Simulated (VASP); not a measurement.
A run of VASP 6.6.1:

File INCAR:

```
SYSTEM = Si
PREC = Accurate
ENCUT = 600
EDIFF = 1E-6
ISMEAR = 0
SIGMA = 0.1
LREAL = .False.
LASPH = .True.
NELM = 100
ALGO = Normal
ISIF = 4
LWAVE = .False.
LCHARG = .False.
GGA = PE
IBRION = 2
NSW = 50
EDIFFG = -0.01
```

The input KPOINTS:

```
regular mesh
0
Gamma
  18 18 10
  0 0 0
```

File POSCAR:

```
Si
1.0
    2.7122675781      0.0000000000      0.0000000000
   -1.3561337890      2.3488926245      0.0000000000
    0.0000000000      0.0000000000      4.6454033652
Si
2
Direct
    0.3333333333      0.6666666667      0.2500000000
    0.6666666667      0.3333333333      0.7500000000
```

Potentials or basis: VASP PAW PBE potentials, release 64 (Si).

The run is started by

```sh
$ cat potpaw_PBE.64/Si/POTCAR > POTCAR
$ mpirun -np 1 vasp_std > vasp.out
```

Hardware: 1 thread of Intel(R) Xeon(R) Platinum 8488C (Sapphire Rapids), with other jobs on the host.

**Question.** Estimate the wall time of this run.

**Answer.** It took 29 s on 1 thread of Intel(R) Xeon(R) Platinum 8488C (Sapphire Rapids), on a shared host, peak memory 0.19 GiB. Counts: scf iterations 13, k points 222, ion steps 2.
